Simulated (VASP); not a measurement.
# GaN (F-43m) in VASP: settings compared, part 2 of 2

VASP 6.6.1. Earlier steps stand in the parts before.

## 3. Single point, PBE

The input, INCAR:

```
SYSTEM = GaN
PREC = Accurate
ENCUT = 520
EDIFF = 1E-6
ISMEAR = -1
SIGMA = 0.04
LREAL = .FALSE.
LASPH = .TRUE.
NELM = 80
ALGO = Normal
ISIF = 2
LWAVE = .FALSE.
LCHARG = .FALSE.
GGA = PE
NBANDS = 16
```

The input, KPOINTS:

```
Automatic mesh
0
G
  6 6 6
  0 0 0
```

The input, POSCAR:

```
GaN
1.0
    0.0000000000      2.2535006075      2.2535006075
    2.2535006075      0.0000000000      2.2535006075
    2.2535006075      2.2535006075      0.0000000000
Ga N
1 1
Direct
    0.0000000000      0.0000000000      0.0000000000
    0.2500000000      0.2500000000      0.2500000000
```

Potentials or basis: VASP PAW PBE potentials, release 64 (Ga_d, N).

Command:

```bash
cat potpaw_PBE.64/Ga_d/POTCAR potpaw_PBE.64/N/POTCAR > POTCAR
mpirun -np 1 vasp_std > vasp.out
```

OUTCAR:

```text
SYSTEM = GaN
   PREC = Accurate
   ENCUT = 520
   EDIFF = 1E-6
   ISMEAR = -1
   LREAL = .FALSE.
   LASPH = .TRUE.
   NELM = 80
   ISIF = 2
   GGA = PE

 ion  position               nearest neighbor table
   1  0.000  0.000  0.000-   2 1.95   2 1.95   2 1.95   2 1.95
   2  0.250  0.250  0.250-   1 1.95   1 1.95   1 1.95   1 1.95

  LATTYP: Found a face centered cubic cell.
 ALAT       =     4.5070012150

  Lattice vectors:

 A1 = (   0.0000000000,   2.2535006075,   2.2535006075)
 A2 = (   2.2535006075,   0.0000000000,   2.2535006075)
 A3 = (   2.2535006075,   2.2535006075,   0.0000000000)

Analysis of symmetry for initial positions (statically):
=====================================================================
 Subroutine PRICEL returns:
 Original cell was already a primitive cell.

 Routine SETGRP: Setting up the symmetry group for a
 face centered cubic supercell.

 Subroutine GETGRP returns: Found 24 space group operations
 (whereof 24 operations were pure point group operations)
 out of a pool of 48 trial point group operations.

The static configuration has the point symmetry T_d .

Analysis of symmetry for dynamics (positions and initial velocities):
=====================================================================
 Subroutine PRICEL returns:
 Original cell was already a primitive cell.

 Routine SETGRP: Setting up the symmetry group for a
 face centered cubic supercell.

 Subroutine GETGRP returns: Found 24 space group operations
 (whereof 24 operations were pure point group operations)
 out of a pool of 48 trial point group operations.

The dynamic configuration has the point symmetry T_d .

 Subroutine INISYM returns: Found 24 space group operations
[... 99 lines left out ...]
   NELECT =      18.0000    total number of electrons
   NUPDOWN=      -1.0000    fix difference up-down
   EMIN   =  10.00;   EMAX   =-10.00  energy-range for DOS
   EFERMI =   0.00;   METHOD = LEGACY
   ISMEAR =    -1;   SIGMA  =   0.04  broadening in eV -4-tet -1-fermi 0-gaus
   EFERMI_NEDOS =   21; number of points for ismear=-14 and -15
   IALGO  =     38    algorithm
   IMIX   =      4    mixing-type and parameters
     AMIX     =   0.40;   BMIX     =  1.00
     AMIX_MAG =   1.60;   BMIX_MAG =  1.00
  volume/ion in A,a.u.               =      11.44        77.23
  Fermi-wavevector in a.u.,A,eV,Ry     =   1.511117  2.855596 31.068543  2.283473
  Thomas-Fermi vector in A             =   2.621216
   LORBIT       =      0    0 simple, 1 ext, 2 COOP (PROOUT), +10 PAW based schemes
   GGA     = PE    functional components
   LHFCALC =     F    Hartree Fock is set to
   AEXX    =    0.0000 exact exchange contribution
   IVDW    =     0    specifies the selected vdW correction
   LEPSILON=     F    determine dielectric tensor
   LRPA    =     F    only Hartree local field effects (RPA)
 non-spin polarized calculation
  energy-cutoff  :      520.00
  volume of cell :       22.89
 maximum number of plane-waves:       636
   NGX = 11   NGY = 11   NGZ = 11

 number of electron      18.0000004 magnetization

 Free energy of the ion-electron system (eV)
  ---------------------------------------------------
  ext. energy  EPLUGINS =         0.00000000
  ---------------------------------------------------
  free energy    TOTEN  =       -12.13868316 eV

  energy without entropy =      -12.13868316  energy(sigma->0) =      -12.13868316

 E-fermi :   6.2059     XC(G=0): -11.6658

 val. band max:        5.2861862544   @ k =   0.0000   0.0000   0.0000
 cond. band min:       7.0085717326   @ k =   0.0000   0.0000   0.0000
 fundamental gap:      1.7223854782
 Fermi energy:         6.2059361151

 k-point     1 :       0.0000    0.0000    0.0000
  band No.  band energies     occupation
      1     -10.6487      2.00000
      2      -8.1602      2.00000
      3      -8.1602      2.00000
      4      -8.1602      2.00000
      5      -7.8408      2.00000
      6      -7.8408      2.00000
[... 281 lines left out ...]
      3      -7.9568      2.00000
      4      -7.8489      2.00000
      5      -7.8011      2.00000
      6      -5.9540      2.00000
[... 8 lines left out ...]
     15      25.9503      0.00000
     16      28.3027      0.00000

------------------------ aborting loop because EDIFF is reached ----------------------------------------

  FORCE on cell =-STRESS in cart. coord.  units (eV):
  Direction    XX          YY          ZZ          XY          YZ          ZX
  --------------------------------------------------------------------------------------
  -------------------------------------------------------------------------------------
  Total        0.7213623      0.7213623      0.7213623     -0.0000000      0.0000000     -0.0000000
  in kB       50.4964671     50.4964671     50.4964671     -0.0000000      0.0000000     -0.0000000
  external PRESSURE =      50.4964671 kB  Pullay stress =       0.0000000 kB

 VOLUME and BASIS-vectors are now :
 -----------------------------------------------------------------------------
  energy-cutoff  :      520.00
  volume of cell :       22.89
      direct lattice vectors                 reciprocal lattice vectors
     0.000000000  2.253500607  2.253500607    -0.221877020  0.221877020  0.221877020
     2.253500607  0.000000000  2.253500607     0.221877020 -0.221877020  0.221877020
     2.253500607  2.253500607  0.000000000     0.221877020  0.221877020 -0.221877020

 POSITION                                       TOTAL-FORCE (eV/Angst)
 -----------------------------------------------------------------------------------
      0.00000      0.00000      0.00000         0.000000      0.000000      0.000000
      1.12675      1.12675      1.12675        -0.000000     -0.000000     -0.000000
 -----------------------------------------------------------------------------------
    total drift:                                0.000002      0.000002      0.000002

  FREE ENERGIE OF THE ION-ELECTRON SYSTEM (eV)
  ---------------------------------------------------
  free  energy   TOTEN  =       -12.1386831607 eV

  energy  without entropy=      -12.1386831606  energy(sigma->0) =      -12.13868316
```

Run time: 4.8 s. Hardware: 1 thread of Intel Xeon Platinum 8488C (Sapphire Rapids), shared host; peak memory 0.13 GiB.

What came out:

```yaml
Free_energy: -12.1387 eV
Pressure: 5.0 GPa
Band_gap_on_the_k_mesh: 1.72 eV, direct
```

Levels at points of the mesh, in eV from the valence-band top:
| k point | band 7 | band 8 | band 9 | band 10 | band 11 | band 12 |
| --- | --- | --- | --- | --- | --- | --- |
| (0.00, 0.00, 0.00) | 0.00 | 0.00 | 0.00 | 1.72 | 10.30 | 10.30 |
| (0.50, 0.00, 0.00) | -7.04 | -0.97 | -0.97 | 4.64 | 8.73 | 10.36 |
| (0.50, 0.50, 0.00) | -6.12 | -2.70 | -2.70 | 3.35 | 6.66 | 11.71 |

## 4. Single point, PBE

The input, INCAR:

```
PREC = Accurate ; ENCUT = 520
EDIFF = 1E-6 ; ISMEAR = 0
SIGMA = 0.02 ; LREAL = F
LASPH = T ; NELM = 80
ALGO = Normal ; ISIF = 2
LWAVE = F ; LCHARG = T
GGA = PE ; LELF = T
LVHAR = T ; NBANDS = 16
```

The input, KPOINTS:

```
Automatic mesh
0
Gamma
  10 10 10
```

POSCAR is that of step 3.

Command:

```bash
cat potpaw_PBE.64/Ga_d/POTCAR potpaw_PBE.64/N/POTCAR > POTCAR
mpirun -np 1 vasp_std > vasp.out
```

Wall time 9.7 s (1 thread of Intel Xeon Platinum 8488C (Sapphire Rapids), shared host); peak memory 0.14 GiB.

Results (log left out):

* Free energy: -12.1432 eV
* Pressure: 5.1 GPa
* Band gap on the k mesh: 1.72 eV, direct

Levels at points of the mesh, in eV from the valence-band top:
```csv
k point,band 7,band 8,band 9,band 10,band 11,band 12
"(0.00, 0.00, 0.00)",0.00,0.00,0.00,1.72,10.30,10.30
"(0.50, 0.00, 0.00)",-7.04,-0.97,-0.97,4.64,8.73,10.37
"(0.50, 0.50, 0.00)",-6.12,-2.70,-2.70,3.35,6.66,11.71
```

## 5. Summary

| task | level | cell | k mesh | cutoff (eV) | smearing | gap on the mesh (eV) | pressure (GPa) |
| --- | --- | --- | --- | --- | --- | --- | --- |
| relaxation of cell and atoms | PBEsol+D4 | relaxed | 10 × 10 × 10 | 600 | fermi-dirac 0.05 eV | 1.84 | 0.0 |
| single point | PBE | as given | 6 × 6 × 6 | 520 | fermi-dirac 0.04 eV | 1.72 | 5.0 |
| single point | PBE | as given | 10 × 10 × 10 | 520 | gaussian 0.02 eV | 1.72 | 5.1 |

Alike in all rows: potentials or basis VASP PAW PBE potentials, release 64 (Ga_d, N); no spin polarisation.

Caveats: the PAW data sets were made with another functional, which shifts forces and pressure a little (some runs).

Total energies depend on the potentials used, so only differences within one code and one set of settings carry meaning.
